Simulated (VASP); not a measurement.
# ScAl3 in VASP: a series of runs, part 2 of 2

VASP 6.6.1. The steps go on from the part before.

## (5) Single point, PBEsol

This run uses another cell than the first one, of 17.08 Å³/atom, 1.020 times its volume.

File INCAR:

```
SYSTEM = ScAl3
ALGO = Normal
EDIFF = 1E-6
ENCUT = 520
GGA = PS
ISIF = 2
ISMEAR = -1
LASPH = .TRUE.
LCHARG = .FALSE.
LREAL = .FALSE.
LWAVE = .FALSE.
NBANDS = 18
NELM = 100
PREC = Accurate
SIGMA = 0.05
```

File KPOINTS:

```
k-points
0
G
  6 6 6
  0 0 0
```

File POSCAR:

```
ScAl3
1.0
    4.0878065700     -0.0204390328      0.0000000000
   -0.0204390328      4.0878065700      0.0000000000
    0.0000000000      0.0000000000      4.0878065700
Sc Al
1 3
Direct
    0.0000000000      0.0000000000      0.0000000000
    0.5000000000      0.5000000000      0.0000000000
    0.0000000000      0.5000000000      0.5000000000
    0.5000000000      0.0000000000      0.5000000000
```

Potentials or basis: VASP PAW PBE potentials, release 64 (Sc_sv, Al).

Launch:

```console
$ cat potpaw_PBE.64/Sc_sv/POTCAR potpaw_PBE.64/Al/POTCAR > POTCAR
$ mpirun -np 1 vasp_std > vasp.out
```

OUTCAR:

```text
SYSTEM = ScAl3
   EDIFF = 1E-6
   ENCUT = 520
   GGA = PS
   ISIF = 2
   ISMEAR = -1
   LASPH = .TRUE.
   LREAL = .FALSE.
   NELM = 100
   PREC = Accurate

 ion  position               nearest neighbor table
   1  0.000  0.000  0.000-   2 2.88   2 2.88   4 2.89   3 2.89   4 2.89   3 2.89   3 2.89   4 2.89
                             4 2.89   3 2.89   2 2.90   2 2.90
   2  0.500  0.500  0.000-   1 2.88   1 2.88   4 2.89   3 2.89   4 2.89   4 2.89   4 2.89   3 2.89
                             3 2.89   3 2.89   1 2.90   1 2.90
   3  0.000  0.500  0.500-   4 2.88   4 2.88   1 2.89   1 2.89   2 2.89   1 2.89   1 2.89   2 2.89
                             2 2.89   2 2.89   4 2.90   4 2.90
   4  0.500  0.000  0.500-   3 2.88   3 2.88   1 2.89   1 2.89   2 2.89   2 2.89   2 2.89   1 2.89
                             1 2.89   2 2.89   3 2.90   3 2.90

  LATTYP: Found a base centered orthorhombic cell.
 ALAT       =     5.7521263343
 B/A-ratio  =     1.0100502512
 C/A-ratio  =     0.7106600816

  Lattice vectors:

 A1 = (   4.0878065700,  -0.0204390328,   0.0000000000)
 A2 = (  -0.0204390328,   4.0878065700,   0.0000000000)
 A3 = (   0.0000000000,   0.0000000000,   4.0878065700)

Analysis of symmetry for initial positions (statically):
=====================================================================
 Subroutine PRICEL returns:
 Original cell was already a primitive cell.

 Routine SETGRP: Setting up the symmetry group for a
 base centered orthorhombic supercell.

 Subroutine GETGRP returns: Found  8 space group operations
 (whereof  8 operations were pure point group operations)
 out of a pool of  8 trial point group operations.

The static configuration has the point symmetry D_2h.

Analysis of symmetry for dynamics (positions and initial velocities):
=====================================================================
 Subroutine PRICEL returns:
 Original cell was already a primitive cell.

 Routine SETGRP: Setting up the symmetry group for a
 base centered orthorhombic supercell.

 Subroutine GETGRP returns: Found  8 space group operations
[... 129 lines left out ...]
  Fermi-wavevector in a.u.,A,eV,Ry     =   1.087088  2.054299 16.078831  1.181761
  Thomas-Fermi vector in A             =   2.223240
   LORBIT       =      0    0 simple, 1 ext, 2 COOP (PROOUT), +10 PAW based schemes
   GGA     = PS    functional components
   LHFCALC =     F    Hartree Fock is set to
   AEXX    =    0.0000 exact exchange contribution
   IVDW    =     0    specifies the selected vdW correction
   LEPSILON=     F    determine dielectric tensor
   LRPA    =     F    only Hartree local field effects (RPA)
 non-spin polarized calculation
  energy-cutoff  :      520.00
  volume of cell :       68.31
 maximum number of plane-waves:      1856
   NGX = 15   NGY = 15   NGZ = 15

 number of electron      19.9999996 magnetization

 Free energy of the ion-electron system (eV)
  ---------------------------------------------------
  ext. energy  EPLUGINS =         0.00000000
  ---------------------------------------------------
  free energy    TOTEN  =       -20.75546141 eV

  energy without entropy =      -20.73921933  energy(sigma->0) =      -20.74734037

 E-fermi :   7.3203     XC(G=0): -10.4988

 val. band max:        7.3173299244   @ k =   0.1667  -0.0000   0.1667
 cond. band min:       7.3271274369   @ k =   0.1667   0.1667   0.0000
 fundamental gap:      0.0097975125
 Fermi energy:         7.3202598665

 k-point     1 :       0.0000    0.0000    0.0000
  band No.  band energies     occupation
      1     -41.5436      2.00000
      2     -20.3435      2.00000
      3     -20.3429      2.00000
      4     -20.3417      2.00000
      5      -2.8181      2.00000
      6       4.5729      2.00000
[... 481 lines left out ...]
      5       0.0589      2.00000
      6       1.0680      2.00000
[... 10 lines left out ...]
     17      12.2540      0.00000
     18      12.8965      0.00000

 [... further k-points ...]

------------------------ aborting loop because EDIFF is reached ----------------------------------------

  FORCE on cell =-STRESS in cart. coord.  units (eV):
  Direction    XX          YY          ZZ          XY          YZ          ZX
  --------------------------------------------------------------------------------------
  -------------------------------------------------------------------------------------
  Total       -0.4336592     -0.4336592     -0.4241599      0.2151091      0.0000000      0.0000000
  in kB      -10.1718284    -10.1718284     -9.9490139      5.0455592      0.0000000      0.0000000
  external PRESSURE =     -10.0975569 kB  Pullay stress =       0.0000000 kB

 VOLUME and BASIS-vectors are now :
 -----------------------------------------------------------------------------
  energy-cutoff  :      520.00
  volume of cell :       68.31
      direct lattice vectors                 reciprocal lattice vectors
     4.087806570 -0.020439033  0.000000000     0.244636086  0.001223180  0.000000000
    -0.020439033  4.087806570  0.000000000     0.001223180  0.244636086  0.000000000
     0.000000000  0.000000000  4.087806570     0.000000000  0.000000000  0.244629970

 POSITION                                       TOTAL-FORCE (eV/Angst)
 -----------------------------------------------------------------------------------
      0.00000      0.00000      0.00000        -0.000000      0.000000      0.000000
      2.03368      2.03368      0.00000         0.000000      0.000000      0.000000
     -0.01022      2.04390      2.04390        -0.000000      0.000000      0.000000
      2.04390     -0.01022      2.04390        -0.000000      0.000000      0.000000
 -----------------------------------------------------------------------------------
    total drift:                                0.000000     -0.000000      0.000000

  FREE ENERGIE OF THE ION-ELECTRON SYSTEM (eV)
  ---------------------------------------------------
  free  energy   TOTEN  =       -20.7554614085 eV

  energy  without entropy=      -20.7392193284  energy(sigma->0) =      -20.74734037
```

OSZICAR:

```text
N       E                     dE             d eps       ncg     rms          rms(c)
DAV:   1     0.107609304189E+03    0.10761E+03   -0.82661E+03  1872   0.101E+03
DAV:   2    -0.169854242937E+02   -0.12459E+03   -0.12171E+03  1872   0.293E+02
DAV:   3    -0.216962732472E+02   -0.47108E+01   -0.45768E+01  2882   0.546E+01
DAV:   4    -0.218079768825E+02   -0.11170E+00   -0.11121E+00  2840   0.875E+00
DAV:   5    -0.218103770934E+02   -0.24002E-02   -0.24000E-02  2766   0.112E+00    0.925E+00
DAV:   6    -0.208363366507E+02    0.97404E+00   -0.35780E+00  2810   0.202E+01    0.321E+00
DAV:   7    -0.207826615166E+02    0.53675E-01   -0.11382E-01  2848   0.245E+00    0.190E+00
DAV:   8    -0.207562669027E+02    0.26395E-01   -0.43599E-02  3024   0.173E+00    0.312E-01
DAV:   9    -0.207559014035E+02    0.36550E-03   -0.94590E-03  2914   0.110E+00    0.205E-01
DAV:  10    -0.207554712770E+02    0.43013E-03   -0.14790E-03  3058   0.396E-01    0.598E-02
DAV:  11    -0.207554872974E+02   -0.16020E-04   -0.76723E-05  3068   0.647E-02    0.394E-02
DAV:  12    -0.207554609962E+02    0.26301E-04   -0.12060E-04  2758   0.120E-01    0.321E-03
DAV:  13    -0.207554614085E+02   -0.41224E-06   -0.29433E-06  2514   0.134E-02
   1 F= -.20755461E+02 E0= -.20747340E+02  d E =-.162421E-01
```

It took 36 s on 1 thread of Intel Xeon 6975P-C (Granite Rapids), shared host; peak memory 0.2 GiB.

What came out:

* Free energy: -20.7555 eV
* Pressure: -1.0 GPa
* Band gap on the k mesh: zero (band 10 reaches 8.08 eV, above the bottom of band 11 at 4.30 eV)

Stress tensor (GPa, compression positive):
```
-1.02  0.50  0.00
 0.50 -1.02  0.00
 0.00  0.00 -0.99
```

Caveat: the PAW data sets were made with another functional, which shifts forces and pressure a little.

## (6) Overview

```csv
cell,k mesh,gap on the mesh (eV),pressure (GPa)
"a = 4.060 Å, 4 atoms",7 × 7 × 7,none,0.9
"a = 4.088 Å, 4 atoms",6 × 6 × 6,none,-1.2
"a = 4.088 Å, angles 90.0, 90.0, 91.1°, 4 atoms",6 × 6 × 6,none,-1.0
"a = 4.088 Å, angles 90.0, 90.0, 90.6°, 4 atoms",6 × 6 × 6,none,-1.0
```

Alike in all rows: task single point; level PBEsol; potentials or basis VASP PAW PBE potentials, release 64 (Sc_sv, Al); no spin polarisation; cutoff (eV) 520; smearing fermi-dirac 0.05 eV.

Caveats: the PAW data sets were made with another functional, which shifts forces and pressure a little.

Total energies depend on the potentials used, so only differences within one code and one set of settings carry meaning.
